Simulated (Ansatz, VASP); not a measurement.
**MnF2 in VASP and in Ansatz**

Contents of INCAR:

```
PREC = Accurate
ENCUT = 520
EDIFF = 1E-6
ISMEAR = 0
SIGMA = 0.05
LREAL = False
LASPH = True
NELM = 150
ALGO = Normal
ISIF = 2
LWAVE = False
LCHARG = True
ISPIN = 2
MAGMOM = 4.2 -2.55 0.03 0.02 0.03 0.02
LORBIT = 11
LMAXMIX = 4
LDAU = True
LDAUTYPE = 2
LDAUL = 2 -1
LDAUU = 3 0
LDAUJ = 0 0
LDAUPRINT = 1
GGA = PS
LELF = True
LVHAR = True
NBANDS = 40
```

Contents of KPOINTS:

```
regular mesh
0
Gamma
  4 4 6
```

The input POSCAR:

```
MnF2
1.0
    4.8733996600      0.0000000000      0.0000000000
    0.0000000000      4.8733996600      0.0000000000
    0.0000000000      0.0000000000      3.3098997700
Mn F
2 4
Direct
    0.0000000000      0.0000000000      0.0000000000
    0.5000000000      0.5000000000      0.5000000000
    0.3050000000      0.3050000000      0.0000000000
    0.1950000000      0.8050000000      0.5000000000
    0.6950000000      0.6950000000      0.0000000000
    0.8050000000      0.1950000000      0.5000000000
```

Input for Ansatz:

```yaml
crystal:
  lattice:
    - [4.87339966, 0.0, 0.0]
    - [0.0, 4.87339966, 0.0]
    - [0.0, 0.0, 3.30989977]
  atoms:
    - { symbol: Mn, position: [0.0, 0.0, 0.0], spin: 4.21 }
    - { symbol: Mn, position: [0.5, 0.5, 0.5], spin: -1.69 }
    - { symbol: F, position: [0.305, 0.305, 0.0] }
    - { symbol: F, position: [0.195, 0.805, 0.5] }
    - { symbol: F, position: [0.695, 0.695, 0.0] }
    - { symbol: F, position: [0.805, 0.195, 0.5] }
basis:
  ecutwfc: 420
  ecutrho_ratio: 4
kpoints:
  mp_grid: { grid: [4, 4, 6] }
hamiltonian:
  xc: pbesol
  hubbard:
    sites: [{ site: 0, l: d, u_eff: 3.0 }, { site: 1, l: d, u_eff: 3.0 }]
scf:
  occupations: { method: gaussian, width: 0.05 }
  lower_state_search: "off"
  max_iter: 150
output:
  forces: true
  stress: true
  eigenvalues: true
  populations: true
  hubbard: { sites: [{ site: 0, l: d }, { site: 1, l: d }] }
magnetization:
  spin_polarized: true
  spin_locking: { lock_spins: true, n_iters: 12 }
```

Alike in both runs: task single point; functional PBEsol; k mesh 4 × 4 × 6; occupations gaussian, width 0.05 eV; collinear spin; Hubbard terms Mn d U = 3.0 eV.

|  | VASP | Ansatz |
| --- | --- | --- |
| version | VASP 6.6.1 | Ansatz 0.2.0 |
| potentials or method | VASP PAW PBE potentials, release 64 (Mn_pv, F), cutoff 520 eV | scalar-relativistic, plane waves, PAW |
| valence electrons in the cell | 54 | 58 |

Ansatz gave:

```
gap on the k mesh at the Fermi level (eV)                     : 1.13
least direct gap on the mesh (eV)                             : 1.16
pressure (GPa)                                                : -3.8
traceless stress, the component that is largest in VASP (GPa) : -4.12
rms of the force components (eV/Å)                            : 0.280
net moment per atom (μB)                                      : 0.33
size of the moment on the site where the two differ most (μB) : 2.55
```

**Question.** What did VASP give for the same quantities?

**Answer.** gap on the k mesh at the Fermi level (eV): 3.09; least direct gap on the mesh (eV): 3.13; pressure (GPa): -0.2; traceless stress, the component that is largest in VASP (GPa): -0.23; rms of the force components (eV/Å): 0.008; net moment per atom (μB): 0.00; size of the moment on the site where the two differ most (μB): 4.64.

The net moments are unlike, so the other rows may belong to different states. VASP's potentials were made for PBE, not for PBEsol. Site moments also hang on the region over which each program counts them. The programs project onto different local orbitals, so the same U acts differently, and such runs can settle in different states. Atom by atom the forces differ by 0.286 eV/Å (rms over components). VASP's potentials hold 54 valence electrons a cell and Ansatz's 58, so a difference there can come from the potentials and not from the codes. Ansatz's warnings: stress scf threshold loose.
